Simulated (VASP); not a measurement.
Here is a VASP 6.6.1 calculation.

POSCAR

```
Li2Se
1.0
    0.0000000000      3.0025000000      3.0025000000
    3.0025000000      0.0000000000      3.0025000000
    3.0025000000      3.0025000000      0.0000000000
Li Se
2 1
Direct
    0.2500000000      0.2500000000      0.2500000000
    0.7500000000      0.7500000000      0.7500000000
    0.0000000000      0.0000000000      0.0000000000
```

The input INCAR.step1:

```
PREC = Accurate
ENCUT = 830
ISMEAR = -1
SIGMA = 0.02
LREAL = F
LASPH = T
NELM = 120
GGA = PE
ALGO = Normal
EDIFF = 1E-5
LWAVE = T
LCHARG = F
GGA_COMPAT = F
IBRION = 2
ISIF = 3
EDIFFG = -0.005
NELMIN = 4
NSW = 100
```

Contents of INCAR.step2:

```
PREC = Accurate
ENCUT = 830
EDIFF = 1E-7
ISMEAR = -1
SIGMA = 0.02
LREAL = F
LASPH = T
NELM = 120
ALGO = Normal
ISIF = 3
LWAVE = F
LCHARG = F
METAGGA = R2SCAN
LMIXTAU = T
IBRION = 2
NSW = 70
EDIFFG = -0.005
ISTART = 1
GGA_COMPAT = F
NELMIN = 4
```

KPOINTS

```
Automatic mesh
0
Gamma
  7 7 7
```

Potentials or basis: VASP PAW PBE potentials, release 64 (Li_sv, Se).

Launch:

```console
$ cat potpaw_PBE.64/Li_sv/POTCAR potpaw_PBE.64/Se/POTCAR > POTCAR
$ cp INCAR.step1 INCAR
$ mpirun -np 1 vasp_std > vasp.out
$ cp INCAR.step2 INCAR
$ mpirun -np 1 vasp_std > vasp.out
```

Q: Predict the relaxed volume.

A: 17.81 Å³/atom.

Q: Predict the relaxed cell.

A: a = 4.228 Å, b = 4.228 Å, c = 4.228 Å, α = 60.00°, β = 60.00°, γ = 60.00°.

Final structure:
```
Li Se
1.0
     0.00000    2.98950    2.98950
     2.98950    0.00000    2.98950
     2.98950    2.98950    0.00000
Li Se
2 1
Direct
  0.25000 0.25000 0.25000
  0.75000 0.75000 0.75000
  0.00000 0.00000 0.00000
```

Caveat: the PAW data sets were made with another functional, which shifts forces and pressure a little.
